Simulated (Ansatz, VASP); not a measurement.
BAs: VASP beside Ansatz

The input INCAR:

```
PREC     = Accurate       # precision mode
ENCUT    = 520            # plane-wave cutoff, eV
EDIFF    = 1E-6           # SCF threshold, eV
ISMEAR   = 0              # smearing method
SIGMA    = 0.05           # smearing width, eV
LREAL    = False          # projectors in reciprocal space
LASPH    = True           # aspherical terms in the spheres
NELM     = 60             # most SCF steps
ALGO     = Normal         # electronic algorithm
ISIF     = 2              # what is computed and relaxed
LWAVE    = False          # write WAVECAR
LCHARG   = False          # write CHGCAR
GGA      = PS             # functional
NBANDS   = 11             # bands
```

The input KPOINTS:

```
Automatic mesh
0
Gamma
  12 12 12
```

POSCAR

```
BAs
1.0
    0.0000000000      2.7573218356      1.7922591931
    2.7573218356      0.0000000000      1.7922591931
    2.7573218356      2.7573218356      0.0000000000
B As
1 1
Direct
    0.0000000000      0.0000000000      0.0000000000
    0.7500000000      0.7500000000      0.7500000000
```

Input for Ansatz:

```yaml
crystal:
  lattice:
    - [0.0, 2.7573218356, 1.7922591931]
    - [2.7573218356, 0.0, 1.7922591931]
    - [2.7573218356, 2.7573218356, 0.0]
  atoms:
    - { symbol: B, position: [0.0, 0.0, 0.0] }
    - { symbol: As, position: [0.75, 0.75, 0.75] }
basis:
  ecutwfc: 420
kpoints:
  mp_grid: { grid: [12, 12, 12] }
hamiltonian:
  xc: pbesol
scf:
  occupations: { method: gaussian, width: 0.05 }
output:
  forces: true
  stress: true
  eigenvalues: true
```

Alike in both runs: task single point; functional PBEsol; k mesh 12 × 12 × 12; occupations gaussian, width 0.05 eV; no spin polarisation.

```csv
,VASP,Ansatz
version,VASP 6.6.1,Ansatz 0.2.0
potentials or method,"VASP PAW PBE potentials, release 64 (B, As), cutoff 520 eV","scalar-relativistic, plane waves, PAW"
valence electrons in the cell,8,18
```

|  | VASP | Ansatz | Ansatz less VASP |
| --- | --- | --- | --- |
| gap on the k mesh at the Fermi level (eV) | none | none | - |
| pressure (GPa) | -5.9 | -6.5 | -0.60 |
| traceless stress, the component that is largest in VASP (GPa) | 19.32 | 19.58 | +0.258 |

VASP's potentials were made for PBE, not for PBEsol. A gap of «none» marks a metal or a gap that the smearing closes. VASP's potentials hold 8 valence electrons a cell and Ansatz's 18, so a difference there can come from the potentials and not from the codes.
